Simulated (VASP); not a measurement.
# GaAs (I-4m2) in VASP: a series of runs, part 2 of 2

VASP 6.6.1. The steps go on from the part before.

## (4) Single point, r2SCAN (in-plane strain +0.02)

Input file POSCAR:

```
GaAs
1.0
    2.8900986962      2.8900986962      0.0000000000
   -2.8900986962      2.8900986962      0.0000000000
    0.0000000000      2.8900986962      2.7994289332
Ga As
1 1
Direct
    0.0000000000      0.0000000000      0.0000000000
    0.7500000000      0.2500000000      0.5000000000
```

Input file INCAR.step1:

```
SYSTEM = GaAs
  PREC = Accurate
  ENCUT = 520
  ISMEAR = 0
  SIGMA = 0.01
  LREAL = .False.
  LASPH = .True.
  NELM = 60
  NBANDS = 16
  GGA = PE
  ALGO = Normal
  EDIFF = 1E-4
  LWAVE = .True.
  LCHARG = .False.
```

Input file INCAR.step2:

```
SYSTEM = GaAs
  PREC = Accurate
  ENCUT = 520
  EDIFF = 1E-6
  ISMEAR = 0
  SIGMA = 0.01
  LREAL = .False.
  LASPH = .True.
  NELM = 60
  ALGO = Normal
  ISIF = 2
  LWAVE = .False.
  LCHARG = .False.
  METAGGA = R2SCAN
  LMIXTAU = .True.
  NBANDS = 16
  ISTART = 1
```

Input file KPOINTS:

```
Automatic mesh
0
Gamma
  8 8 8
  0 0 0
```

Potentials or basis: VASP PAW PBE potentials, release 64 (Ga_d, As).

Started as:

```
cat potpaw_PBE.64/Ga_d/POTCAR potpaw_PBE.64/As/POTCAR > POTCAR
cp INCAR.step1 INCAR
mpirun -np 1 vasp_std > vasp.out
cp INCAR.step2 INCAR
mpirun -np 1 vasp_std > vasp.out
```

OUTCAR:

```text
SYSTEM = GaAs
   PREC = Accurate
   ENCUT = 520
   EDIFF = 1E-6
   ISMEAR = 0
   LREAL = .False.
   LASPH = .True.
   NELM = 60
   ISIF = 2
   METAGGA = R2SCAN
   ISTART = 1

 ion  position               nearest neighbor table
   1  0.000  0.000  0.000-   2 2.48   2 2.48   2 2.48   2 2.48
   2  0.750  0.250  0.500-   1 2.48   1 2.48   1 2.48   1 2.48

  LATTYP: Found a body centered tetragonal cell.
 ALAT       =     4.0872167728
 C/A-ratio  =     1.3698460781

  Lattice vectors:

 A1 = (   2.8900986962,   0.0000000000,  -2.7994289332)
 A2 = (  -2.8900986962,   0.0000000000,  -2.7994289332)
 A3 = (   0.0000000000,   2.8900986962,   2.7994289332)

Analysis of symmetry for initial positions (statically):
=====================================================================
 Subroutine PRICEL returns:
 Original cell was already a primitive cell.

 Routine SETGRP: Setting up the symmetry group for a
 body centered tetragonal supercell.

 Subroutine GETGRP returns: Found  8 space group operations
 (whereof  8 operations were pure point group operations)
 out of a pool of 16 trial point group operations.

The static configuration has the point symmetry D_2d.

Analysis of symmetry for dynamics (positions and initial velocities):
=====================================================================
 Subroutine PRICEL returns:
 Original cell was already a primitive cell.

 Routine SETGRP: Setting up the symmetry group for a
 body centered tetragonal supercell.

 Subroutine GETGRP returns: Found  8 space group operations
 (whereof  8 operations were pure point group operations)
 out of a pool of 16 trial point group operations.

The dynamic configuration has the point symmetry D_2d.

 Subroutine INISYM returns: Found  8 space group operations
 (whereof  8 operations are pure point group operations),
 and found     1 'primitive' translations

----------------------------------------------------------------------------------------

[... 111 lines left out ...]
     AMIX     =   0.40;   BMIX     =  1.00
     AMIX_MAG =   1.60;   BMIX_MAG =  1.00
  volume/ion in A,a.u.               =      23.38       157.79
  Fermi-wavevector in a.u.,A,eV,Ry     =   1.190851  2.250382 19.294775  1.418126
  Thomas-Fermi vector in A             =   2.326926
   LORBIT       =      0    0 simple, 1 ext, 2 COOP (PROOUT), +10 PAW based schemes
   METAGGA = R2SCAN    functional components
   LHFCALC =     F    Hartree Fock is set to
   AEXX    =    0.0000 exact exchange contribution
   IVDW    =     0    specifies the selected vdW correction
   LEPSILON=     F    determine dielectric tensor
   LRPA    =     F    only Hartree local field effects (RPA)
 non-spin polarized calculation
 Gauss-broadening in eV      SIGMA  =   0.01
  energy-cutoff  :      520.00
  volume of cell :       46.77
 maximum number of plane-waves:      1283
   NGX = 15   NGY = 15   NGZ = 15

 number of electron      17.9999989 magnetization

 Free energy of the ion-electron system (eV)
  ---------------------------------------------------
  ext. energy  EPLUGINS =         0.00000000
  ---------------------------------------------------
  free energy    TOTEN  =       -27.03994784 eV

  energy without entropy =      -27.03994784  energy(sigma->0) =      -27.03994784

 E-fermi :   3.5277     XC(G=0): -10.0913

 val. band max:        3.4774315153   @ k =   0.0000   0.0000   0.0000
 cond. band min:       4.0734985679   @ k =   0.0000   0.0000   0.0000
 fundamental gap:      0.5960670526
 Fermi energy:         3.5277337353

 k-point     1 :       0.0000    0.0000    0.0000
  band No.  band energies     occupation
      1     -11.8241      2.00000
      2     -11.8241      2.00000
      3     -11.8163      2.00000
      4     -11.7441      2.00000
      5     -11.7375      2.00000
      6      -9.5981      2.00000
[... 433 lines left out ...]
      3     -11.8011      2.00000
      4     -11.7424      2.00000
      5     -11.7385      2.00000
      6      -8.5575      2.00000
[... 8 lines left out ...]
     15      13.6040      0.00000
     16      14.9379      0.00000

 [... further k-points ...]

------------------------ aborting loop because EDIFF is reached ----------------------------------------

  FORCE on cell =-STRESS in cart. coord.  units (eV):
  Direction    XX          YY          ZZ          XY          YZ          ZX
  --------------------------------------------------------------------------------------
  -------------------------------------------------------------------------------------
  Total       -0.7162192     -0.7162192     -0.1379004      0.0000000      0.0000000      0.0000000
  in kB      -24.5375826    -24.5375826     -4.7244514      0.0000000      0.0000000      0.0000000
  external PRESSURE =     -17.9332055 kB  Pullay stress =       0.0000000 kB

 VOLUME and BASIS-vectors are now :
 -----------------------------------------------------------------------------
  energy-cutoff  :      520.00
  volume of cell :       46.77
      direct lattice vectors                 reciprocal lattice vectors
     2.890098696  2.890098696  0.000000000     0.173004472  0.173004472 -0.178607856
    -2.890098696  2.890098696  0.000000000    -0.173004472  0.173004472 -0.178607856
     0.000000000  2.890098696  2.799428933     0.000000000  0.000000000  0.357215712

 POSITION                                       TOTAL-FORCE (eV/Angst)
 -----------------------------------------------------------------------------------
      0.00000      0.00000      0.00000         0.000000      0.000000      0.000000
      1.44505      4.33515      1.39971        -0.000000     -0.000000      0.000000
 -----------------------------------------------------------------------------------
    total drift:                               -0.000010     -0.000000      0.000000

  FREE ENERGIE OF THE ION-ELECTRON SYSTEM (eV)
  ---------------------------------------------------
  free  energy   TOTEN  =       -27.0399478412 eV

  energy  without entropy=      -27.0399478412  energy(sigma->0) =      -27.03994784
```

OUTCAR.step1:

```text
SYSTEM = GaAs
   PREC = Accurate
   ENCUT = 520
   ISMEAR = 0
   LREAL = .False.
   LASPH = .True.
[... 678 lines left out ...]
      0.00000      0.00000      0.00000        -0.000000      0.000000      0.000000
      1.44505      4.33515      1.39971         0.000000     -0.000000      0.000000
 -----------------------------------------------------------------------------------
    total drift:                               -0.000003     -0.000000     -0.000000

  FREE ENERGIE OF THE ION-ELECTRON SYSTEM (eV)
  ---------------------------------------------------
  free  energy   TOTEN  =        -8.2633255358 eV

  energy  without entropy=       -8.2633255358  energy(sigma->0) =       -8.26332554
```

It took 3.7 min on 1 thread of Intel Xeon 8259CL, shared host; peak memory 0.2 GiB.

What came out:

* Free energy: -27.0399 eV
* Pressure: -1.8 GPa
* Band gap on the k mesh: 0.60 eV

Stress tensor (GPa, compression positive):
```
-2.45  0.00  0.00
 0.00 -2.45  0.00
 0.00  0.00 -0.47
```

Caveat: the cell differs from its parent crystal (in-plane strain +0.02); the PAW data sets were made with another functional, which shifts forces and pressure a little.
